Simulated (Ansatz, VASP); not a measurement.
**Ta: VASP beside Ansatz**

```
CELL_PARAMETERS angstrom
2.94774 0.00000 0.00000
-1.47387 2.55281 0.00000
0.00000 0.00000 4.81612
ATOMIC_POSITIONS crystal
Ta 0.66667 0.33333 0.75000
Ta 0.33333 0.66667 0.25000
```

Alike in both runs: task single point; functional PBEsol; k mesh 24 × 24 × 14; occupations gaussian, width 0.15 eV; no spin polarisation.

|  | VASP | Ansatz |
| --- | --- | --- |
| version | VASP 6.6.1 | Ansatz 0.2.0 |
| potentials or method | VASP PAW PBE potentials, release 64 (Ta_pv), cutoff 520 eV | scalar-relativistic, plane waves, PAW |
| valence electrons in the cell | 22 | 26 |

```tsv
	VASP	Ansatz	Ansatz less VASP
gap on the k mesh at the Fermi level (eV)	none	none	-
pressure (GPa)	-0.1	-0.2	-0.15
traceless stress, the component that is largest in VASP (GPa)	7.84	7.80	-0.038
```

VASP's potentials were made for PBE, not for PBEsol. A gap of «none» marks a metal or a gap that the smearing closes. VASP's potentials hold 22 valence electrons a cell and Ansatz's 26, so a difference there can come from the potentials and not from the codes.

Neither program's run includes spin-orbit coupling.
